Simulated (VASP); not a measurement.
# BaTiO3 (Amm2) in VASP: notebook

BaTiO3 is run at these levels: r2SCAN; tasks: single point.

All numbers are computed with VASP 6.6.1; they aren't measurements. Logs are shortened: lines on timing, memory, paths and dates and some standing lists are left out, and cuts for length are marked.

## (1) The cell of the first run

The structure is orthorhombic, space group Amm2 (No. 38). The conventional cell has a = 3.963 Å, b = 5.716 Å, c = 5.748 Å, α = 90.00°, β = 90.00°, γ = 90.00°. Ba (site symmetry mm2) has 12 O at 2.77 to 2.98 Å and 8 Ti at 3.42 to 3.57 Å within 3.7 Å. Within 2.5 Å of Ti (site symmetry mm2) lie 6 O at 1.85 to 2.21 Å. O (site symmetry mm2) has 2 Ti at 1.99 Å within 2.6 Å. O (site symmetry m) has 2 Ti at 1.85 to 2.21 Å within 2.5 Å.

## (2) Single point, r2SCAN

POSCAR

```
BaTiO3
1.0
    3.9633322355      0.0000000000      0.0000000000
    0.0000000000      2.8579801990      2.8741509184
    0.0000000000     -2.8579801990      2.8741509184
Ba Ti O
1 1 3
Direct
    0.0000000000      0.0082649187      0.0082649187
    0.5000000000      0.5238207086      0.5238207086
    0.0000000000      0.4901968668      0.4901968668
    0.5000000000      0.4939301449      0.9800073611
    0.5000000000      0.9800073611      0.4939301449
```

INCAR.step1

```
SYSTEM = BaTiO3
ALGO = Normal
EDIFF = 1E-4
ENCUT = 520
GGA = PE
ISMEAR = 0
LASPH = .TRUE.
LCHARG = .FALSE.
LREAL = .FALSE.
LWAVE = .TRUE.
NBANDS = 28
NELM = 60
PREC = Accurate
SIGMA = 0.05
```

INCAR.step2

```
SYSTEM = BaTiO3
ALGO = Normal
EDIFF = 1E-6
ENCUT = 520
ISIF = 2
ISMEAR = 0
ISTART = 1
LASPH = .TRUE.
LCHARG = .TRUE.
LELF = .TRUE.
LMIXTAU = .TRUE.
LREAL = .FALSE.
LVHAR = .TRUE.
LWAVE = .FALSE.
METAGGA = R2SCAN
NBANDS = 28
NELM = 60
PREC = Accurate
SIGMA = 0.05
```

KPOINTS

```
k-points
0
G
  6 6 6
  0 0 0
```

Potentials or basis: VASP PAW PBE potentials, release 64 (Ba_sv, Ti_sv, O).

Started as:

```sh
cat potpaw_PBE.64/Ba_sv/POTCAR potpaw_PBE.64/Ti_sv/POTCAR potpaw_PBE.64/O/POTCAR > POTCAR
cp INCAR.step1 INCAR
mpirun -np 1 vasp_std > vasp.out
cp INCAR.step2 INCAR
mpirun -np 1 vasp_std > vasp.out
```

OUTCAR:

```text
SYSTEM = BaTiO3
   EDIFF = 1E-6
   ENCUT = 520
   ISIF = 2
   ISMEAR = 0
   ISTART = 1
   LASPH = .TRUE.
   LREAL = .FALSE.
   METAGGA = R2SCAN
   NELM = 60
   PREC = Accurate

 ion  position               nearest neighbor table
   1  0.000  0.008  0.008-   3 2.77   4 2.80   5 2.80   4 2.80   5 2.80   3 2.86   3 2.86   5 2.88
                             4 2.88   5 2.88   4 2.88   3 2.98   2 3.42   2 3.42   2 3.48   2 3.48
   2  0.500  0.524  0.524-   4 1.85   5 1.85   3 1.99   3 1.99   5 2.21   4 2.21   1 3.42   1 3.42
                             1 3.48   1 3.48   1 3.48   1 3.48   1 3.57   1 3.57
   3  0.000  0.490  0.490-   2 1.99   2 1.99   1 2.77   1 2.86   1 2.86   1 2.98
   4  0.500  0.494  0.980-   2 1.85   2 2.21   1 2.80   1 2.80   1 2.88   1 2.88
   5  0.500  0.980  0.494-   2 1.85   2 2.21   1 2.80   1 2.80   1 2.88   1 2.88

  LATTYP: Found a base centered orthorhombic cell.
 ALAT       =     5.7159603980
 B/A-ratio  =     1.0056580936
 C/A-ratio  =     0.6933799326

  Lattice vectors:

 A1 = (   0.0000000000,   2.8579801990,  -2.8741509184)
 A2 = (   0.0000000000,   2.8579801990,   2.8741509184)
 A3 = (   3.9633322355,   0.0000000000,   0.0000000000)

Analysis of symmetry for initial positions (statically):
=====================================================================
 Subroutine PRICEL returns:
 Original cell was already a primitive cell.

 Routine SETGRP: Setting up the symmetry group for a
 base centered orthorhombic supercell.

 Subroutine GETGRP returns: Found  4 space group operations
 (whereof  4 operations were pure point group operations)
 out of a pool of  8 trial point group operations.

The static configuration has the point symmetry C_2v.

Analysis of symmetry for dynamics (positions and initial velocities):
=====================================================================
 Subroutine PRICEL returns:
 Original cell was already a primitive cell.

 Routine SETGRP: Setting up the symmetry group for a
 base centered orthorhombic supercell.

 Subroutine GETGRP returns: Found  4 space group operations
 (whereof  4 operations were pure point group operations)
 out of a pool of  8 trial point group operations.

The dynamic configuration has the point symmetry C_2v.

 Subroutine INISYM returns: Found  4 space group operations
 (whereof  4 operations are pure point group operations),
 and found     1 'primitive' translations

----------------------------------------------------------------------------------------

                                     Primitive cell
[... 100 lines left out ...]
   NSW    =      0    number of steps for IOM
   IBRION =     -1    ionic relax: 0-MD 1-quasi-New 2-CG
   NFREE  =      0    steps in history (QN), initial steepest desc. (CG)
   ISIF   =      2    stress and relaxation
   ISYM   =      2    0-nonsym 1-usesym 2-fastsym
   POTIM  = 0.5000    time-step for ionic-motion
   TEBEG  =    0.0;   TEEND  =   0.0 temperature during run
   PSTRESS=    0.0 pullay stress
   NELECT =      40.0000    total number of electrons
   NUPDOWN=      -1.0000    fix difference up-down
   EMIN   =  10.00;   EMAX   =-10.00  energy-range for DOS
   EFERMI =   0.00;   METHOD = LEGACY
   ISMEAR =     0;   SIGMA  =   0.05  broadening in eV -4-tet -1-fermi 0-gaus
   EFERMI_NEDOS =   21; number of points for ismear=-14 and -15
   IALGO  =     38    algorithm
   IMIX   =      4    mixing-type and parameters
     AMIX     =   0.40;   BMIX     =  1.00
     AMIX_MAG =   1.60;   BMIX_MAG =  1.00
  volume/ion in A,a.u.               =      13.02        87.88
  Fermi-wavevector in a.u.,A,eV,Ry     =   1.391688  2.629908 26.351685  1.936794
  Thomas-Fermi vector in A             =   2.515503
   LORBIT       =      0    0 simple, 1 ext, 2 COOP (PROOUT), +10 PAW based schemes
   METAGGA = R2SCAN    functional components
   LHFCALC =     F    Hartree Fock is set to
   AEXX    =    0.0000 exact exchange contribution
   IVDW    =     0    specifies the selected vdW correction
   LEPSILON=     F    determine dielectric tensor
   LRPA    =     F    only Hartree local field effects (RPA)
 non-spin polarized calculation
 Gauss-broadening in eV      SIGMA  =   0.05
  energy-cutoff  :      520.00
  volume of cell :       65.11
 maximum number of plane-waves:      1781
 NGX is ok and might be reduce to    30
   NGX = 15   NGY = 15   NGZ = 15

 number of electron      39.9999992 magnetization

 Free energy of the ion-electron system (eV)
  ---------------------------------------------------
  ext. energy  EPLUGINS =         0.00000000
  ---------------------------------------------------
  free energy    TOTEN  =       -74.26654313 eV

  energy without entropy =      -74.26654313  energy(sigma->0) =      -74.26654313

 E-fermi :   3.6878     XC(G=0): -11.8103

 val. band max:        3.4084899966   @ k =   0.5000   0.5000   0.5000
 cond. band min:       6.0503764647   @ k =   0.0000   0.0000   0.0000
 fundamental gap:      2.6418864681
 Fermi energy:         3.6878244862

 k-point     1 :       0.0000    0.0000    0.0000
  band No.  band energies     occupation
      1     -55.1798      2.00000
      2     -30.4043      2.00000
      3     -30.4014      2.00000
      4     -30.3325      2.00000
      5     -22.1493      2.00000
      6     -14.4111      2.00000
[... 733 lines left out ...]
     27      12.1625      0.00000
     28      12.5796      0.00000

 [... further k-points ...]

------------------------ aborting loop because EDIFF is reached ----------------------------------------

  FORCE on cell =-STRESS in cart. coord.  units (eV):
  Direction    XX          YY          ZZ          XY          YZ          ZX
  --------------------------------------------------------------------------------------
  -------------------------------------------------------------------------------------
  Total        0.7522301      0.8194166      0.7698760      0.0000000      0.0000000      0.0000000
  in kB       18.5098139     20.1630423     18.9440182      0.0000000      0.0000000      0.0000000
  external PRESSURE =      19.2056248 kB  Pullay stress =       0.0000000 kB

 VOLUME and BASIS-vectors are now :
 -----------------------------------------------------------------------------
  energy-cutoff  :      520.00
  volume of cell :       65.11
      direct lattice vectors                 reciprocal lattice vectors
     3.963332235  0.000000000  0.000000000     0.252312938  0.000000000  0.000000000
     0.000000000  2.857980199  2.874150918     0.000000000  0.174948728  0.173964421
     0.000000000 -2.857980199  2.874150918     0.000000000 -0.174948728  0.173964421

 POSITION                                       TOTAL-FORCE (eV/Angst)
 -----------------------------------------------------------------------------------
      0.00000      0.00000      0.04751         0.000000     -0.000000     -0.031526
      1.98167      0.00000      3.01108         0.000000     -0.000000     -0.172642
      0.00000      0.00000      2.81780         0.000000     -0.000000      0.018348
      1.98167     -1.38920      4.23632         0.000000     -0.080475      0.092910
      1.98167      1.38920      4.23632         0.000000      0.080475      0.092910
 -----------------------------------------------------------------------------------
    total drift:                                0.000000      0.000001      0.003370

  FREE ENERGIE OF THE ION-ELECTRON SYSTEM (eV)
  ---------------------------------------------------
  free  energy   TOTEN  =       -74.2665431349 eV

  energy  without entropy=      -74.2665431349  energy(sigma->0) =      -74.26654313
```

OUTCAR.step1:

```text
SYSTEM = BaTiO3
   EDIFF = 1E-4
   ENCUT = 520
   GGA = PE
   ISMEAR = 0
[... 981 lines left out ...]
      1.98167      0.00000      3.01108         0.000000      0.000000     -0.136270
      0.00000      0.00000      2.81780         0.000000      0.000000     -0.033468
      1.98167     -1.38920      4.23632         0.000000     -0.127696      0.095055
      1.98167      1.38920      4.23632         0.000000      0.127696      0.095055
 -----------------------------------------------------------------------------------
    total drift:                                0.000000      0.000001      0.002009

  FREE ENERGIE OF THE ION-ELECTRON SYSTEM (eV)
  ---------------------------------------------------
  free  energy   TOTEN  =       -40.0201991511 eV

  energy  without entropy=      -40.0201991511  energy(sigma->0) =      -40.02019915
```

OSZICAR.step1:

```text
N       E                     dE             d eps       ncg     rms          rms(c)
DAV:   1     0.441956483449E+03    0.44196E+03   -0.20838E+04  2912   0.155E+03
DAV:   2    -0.278945954865E+01   -0.44475E+03   -0.42420E+03  3332   0.432E+02
DAV:   3    -0.482546615526E+02   -0.45465E+02   -0.45069E+02  4020   0.136E+02
DAV:   4    -0.505502496613E+02   -0.22956E+01   -0.22909E+01  4412   0.259E+01
DAV:   5    -0.506175574018E+02   -0.67308E-01   -0.67297E-01  3880   0.349E+00    0.237E+01
DAV:   6    -0.402452674418E+02    0.10372E+02   -0.55894E+01  4376   0.682E+01    0.102E+01
DAV:   7    -0.401979495176E+02    0.47318E-01   -0.11235E+01  3988   0.251E+01    0.724E+00
DAV:   8    -0.400137029910E+02    0.18425E+00   -0.62450E-01  3572   0.732E+00    0.373E+00
DAV:   9    -0.400486480123E+02   -0.34945E-01   -0.37448E-01  4360   0.542E+00    0.163E+00
DAV:  10    -0.400239354278E+02    0.24713E-01   -0.16043E-01  3512   0.412E+00    0.555E-01
DAV:  11    -0.400204042423E+02    0.35312E-02   -0.13484E-02  3956   0.740E-01    0.155E-01
DAV:  12    -0.400202135302E+02    0.19071E-03   -0.12076E-03  3312   0.226E-01    0.421E-02
DAV:  13    -0.400201991511E+02    0.14379E-04   -0.11490E-04  2440   0.114E-01
   1 F= -.40020199E+02 E0= -.40020199E+02  d E =-.987904E-14
```

It took 2.4 min on 1 thread of AMD EPYC 9R45 (Zen 5), shared host; peak memory 0.21 GiB.

Results:

```yaml
Free_energy: -74.2665 eV
Pressure: 1.9 GPa
Largest_force: 0.173 eV/Å
Band_gap_on_the_k_mesh: 2.64 eV, indirect (least direct gap 3.12 eV)
```

Forces on the atoms (eV/Å):
```
Ba   0.000  0.000 -0.032
Ti   0.000  0.000 -0.173
O    0.000  0.000  0.018
O    0.000 -0.080  0.093
O    0.000  0.080  0.093
```

Caveat: the PAW data sets were made with another functional, which shifts forces and pressure a little; spin-orbit coupling is left out, which moves the levels of the heavy elements. r2SCAN opens gaps a little over a GGA but as a rule still falls short of measured ones.

## (3) Single point, r2SCAN

POSCAR

```
BaTiO3
1.0
    3.9633322398      0.0000000000      0.0000000000
    0.0000000000      2.8579801945      2.8741509136
    0.0000000000     -2.8579801945      2.8741509136
Ba Ti O
1 1 3
Direct
    0.0000000000      0.0082649175      0.0082649175
    0.5000000000      0.5238207077      0.5238207077
    0.0000000000      0.4901968679      0.4901968679
    0.5000000000      0.4939301448      0.9800073622
    0.5000000000      0.9800073622      0.4939301448
```

INCAR.step1

```
PREC = Accurate
ENCUT = 520
ISMEAR = 0
SIGMA = 0.02
LREAL = F
LASPH = T
NELM = 100
NBANDS = 28
GGA = PE
ALGO = Normal
EDIFF = 1E-4
LWAVE = T
LCHARG = F
```

INCAR.step2

```
PREC = Accurate
ENCUT = 520
EDIFF = 1E-7
ISMEAR = 0
SIGMA = 0.02
LREAL = F
LASPH = T
NELM = 100
ALGO = Normal
ISIF = 2
LWAVE = F
LCHARG = F
METAGGA = R2SCAN
LMIXTAU = T
NBANDS = 28
ISTART = 1
```

KPOINTS

```
regular mesh
0
Gamma
  8 8 8
```

Potentials or basis: VASP PAW PBE potentials, release 64 (Ba_sv, Ti_sv, O).

Started as:

```sh
cat potpaw_PBE.64/Ba_sv/POTCAR potpaw_PBE.64/Ti_sv/POTCAR potpaw_PBE.64/O/POTCAR > POTCAR
cp INCAR.step1 INCAR
mpirun -np 1 vasp_std > vasp.out
cp INCAR.step2 INCAR
mpirun -np 1 vasp_std > vasp.out
```

OUTCAR:

```text
PREC = Accurate
   ENCUT = 520
   EDIFF = 1E-7
   ISMEAR = 0
   LREAL = F
   LASPH = T
   NELM = 100
   ISIF = 2
   METAGGA = R2SCAN
   ISTART = 1

 ion  position               nearest neighbor table
   1  0.000  0.008  0.008-   3 2.77   4 2.80   5 2.80   4 2.80   5 2.80   3 2.86   3 2.86   5 2.88
                             4 2.88   5 2.88   4 2.88   3 2.98   2 3.42   2 3.42   2 3.48   2 3.48
   2  0.500  0.524  0.524-   4 1.85   5 1.85   3 1.99   3 1.99   5 2.21   4 2.21   1 3.42   1 3.42
                             1 3.48   1 3.48   1 3.48   1 3.48   1 3.57   1 3.57
   3  0.000  0.490  0.490-   2 1.99   2 1.99   1 2.77   1 2.86   1 2.86   1 2.98
   4  0.500  0.494  0.980-   2 1.85   2 2.21   1 2.80   1 2.80   1 2.88   1 2.88
   5  0.500  0.980  0.494-   2 1.85   2 2.21   1 2.80   1 2.80   1 2.88   1 2.88

  LATTYP: Found a base centered orthorhombic cell.
 ALAT       =     5.7159603890
 B/A-ratio  =     1.0056580935
 C/A-ratio  =     0.6933799344

  Lattice vectors:

 A1 = (   0.0000000000,   2.8579801945,  -2.8741509136)
 A2 = (   0.0000000000,   2.8579801945,   2.8741509136)
 A3 = (   3.9633322398,   0.0000000000,   0.0000000000)

Analysis of symmetry for initial positions (statically):
=====================================================================
 Subroutine PRICEL returns:
 Original cell was already a primitive cell.

 Routine SETGRP: Setting up the symmetry group for a
 base centered orthorhombic supercell.

 Subroutine GETGRP returns: Found  4 space group operations
 (whereof  4 operations were pure point group operations)
 out of a pool of  8 trial point group operations.

The static configuration has the point symmetry C_2v.

Analysis of symmetry for dynamics (positions and initial velocities):
=====================================================================
 Subroutine PRICEL returns:
 Original cell was already a primitive cell.

[... 127 lines left out ...]
   EFERMI =   0.00;   METHOD = LEGACY
   ISMEAR =     0;   SIGMA  =   0.02  broadening in eV -4-tet -1-fermi 0-gaus
   EFERMI_NEDOS =   21; number of points for ismear=-14 and -15
   IALGO  =     38    algorithm
   IMIX   =      4    mixing-type and parameters
     AMIX     =   0.40;   BMIX     =  1.00
     AMIX_MAG =   1.60;   BMIX_MAG =  1.00
  volume/ion in A,a.u.               =      13.02        87.88
  Fermi-wavevector in a.u.,A,eV,Ry     =   1.391688  2.629908 26.351685  1.936794
  Thomas-Fermi vector in A             =   2.515503
   LORBIT       =      0    0 simple, 1 ext, 2 COOP (PROOUT), +10 PAW based schemes
   METAGGA = R2SCAN    functional components
   LHFCALC =     F    Hartree Fock is set to
   AEXX    =    0.0000 exact exchange contribution
   IVDW    =     0    specifies the selected vdW correction
   LEPSILON=     F    determine dielectric tensor
   LRPA    =     F    only Hartree local field effects (RPA)
 non-spin polarized calculation
 Gauss-broadening in eV      SIGMA  =   0.02
  energy-cutoff  :      520.00
  volume of cell :       65.11
 maximum number of plane-waves:      1779
 NGX is ok and might be reduce to    30
   NGX = 15   NGY = 15   NGZ = 15

 number of electron      39.9999992 magnetization

 Free energy of the ion-electron system (eV)
  ---------------------------------------------------
  ext. energy  EPLUGINS =         0.00000000
  ---------------------------------------------------
  free energy    TOTEN  =       -74.26653189 eV

  energy without entropy =      -74.26653189  energy(sigma->0) =      -74.26653189

 E-fermi :   3.6892     XC(G=0): -11.8103

 val. band max:        3.4085029426   @ k =   0.5000   0.5000   0.5000
 cond. band min:       6.0502616294   @ k =   0.0000   0.0000   0.0000
 fundamental gap:      2.6417586867
 Fermi energy:         3.6891543306

 k-point     1 :       0.0000    0.0000    0.0000
  band No.  band energies     occupation
      1     -55.1799      2.00000
      2     -30.4044      2.00000
      3     -30.4015      2.00000
      4     -30.3326      2.00000
      5     -22.1494      2.00000
      6     -14.4111      2.00000
[... 733 lines left out ...]
     27      12.0032      0.00000
     28      13.5131      0.00000

 [... further k-points ...]
[... 5 lines left out ...]
  --------------------------------------------------------------------------------------
  -------------------------------------------------------------------------------------
  Total        0.7535129      0.8195850      0.7705425      0.0000000      0.0000000      0.0000000
  in kB       18.5413792     20.1671860     18.9604195      0.0000000      0.0000000      0.0000000
  external PRESSURE =      19.2229949 kB  Pullay stress =       0.0000000 kB

 VOLUME and BASIS-vectors are now :
 -----------------------------------------------------------------------------
  energy-cutoff  :      520.00
  volume of cell :       65.11
      direct lattice vectors                 reciprocal lattice vectors
     3.963332240  0.000000000  0.000000000     0.252312938  0.000000000  0.000000000
     0.000000000  2.857980195  2.874150914     0.000000000  0.174948728  0.173964421
     0.000000000 -2.857980195  2.874150914     0.000000000 -0.174948728  0.173964421

 POSITION                                       TOTAL-FORCE (eV/Angst)
 -----------------------------------------------------------------------------------
      0.00000      0.00000      0.04751         0.000000      0.000000     -0.031510
      1.98167      0.00000      3.01108         0.000000      0.000000     -0.173084
      0.00000      0.00000      2.81780         0.000000      0.000000      0.018124
      1.98167     -1.38920      4.23632         0.000000     -0.079959      0.093235
      1.98167      1.38920      4.23632         0.000000      0.079959      0.093235
 -----------------------------------------------------------------------------------
    total drift:                                0.000000      0.000001      0.003167

  FREE ENERGIE OF THE ION-ELECTRON SYSTEM (eV)
  ---------------------------------------------------
  free  energy   TOTEN  =       -74.2665318888 eV

  energy  without entropy=      -74.2665318888  energy(sigma->0) =      -74.26653189
```

OUTCAR.step1:

```text
PREC = Accurate
   ENCUT = 520
   ISMEAR = 0
   LREAL = F
[... 981 lines left out ...]
      1.98167      0.00000      3.01108         0.000000      0.000000     -0.141216
      0.00000      0.00000      2.81780         0.000000      0.000000     -0.033558
      1.98167     -1.38920      4.23632         0.000000     -0.129345      0.096954
      1.98167      1.38920      4.23632         0.000000      0.129345      0.096954
 -----------------------------------------------------------------------------------
    total drift:                                0.000000      0.000001      0.004089

  FREE ENERGIE OF THE ION-ELECTRON SYSTEM (eV)
  ---------------------------------------------------
  free  energy   TOTEN  =       -40.0201674654 eV

  energy  without entropy=      -40.0201674654  energy(sigma->0) =      -40.02016747
```

Run time: 11 min. Hardware: 1 thread of Intel Xeon Platinum 8259CL at 2.50GHz (Skylake/Cascade Lake), shared host; peak memory 0.31 GiB.

What came out:

* Free energy: -74.2665 eV
* Pressure: 1.9 GPa
* Largest force: 0.173 eV/Å
* Band gap on the k mesh: 2.64 eV, indirect (least direct gap 3.12 eV)

Forces in eV/Å, atoms in the order of the input:
```
Ba   0.000  0.000 -0.032
Ti   0.000  0.000 -0.173
O    0.000  0.000  0.018
O    0.000 -0.080  0.093
O    0.000  0.080  0.093
```

Caveat: the PAW data sets were made with another functional, which shifts forces and pressure a little; spin-orbit coupling is left out, which moves the levels of the heavy elements. A k mesh can miss the band edges.
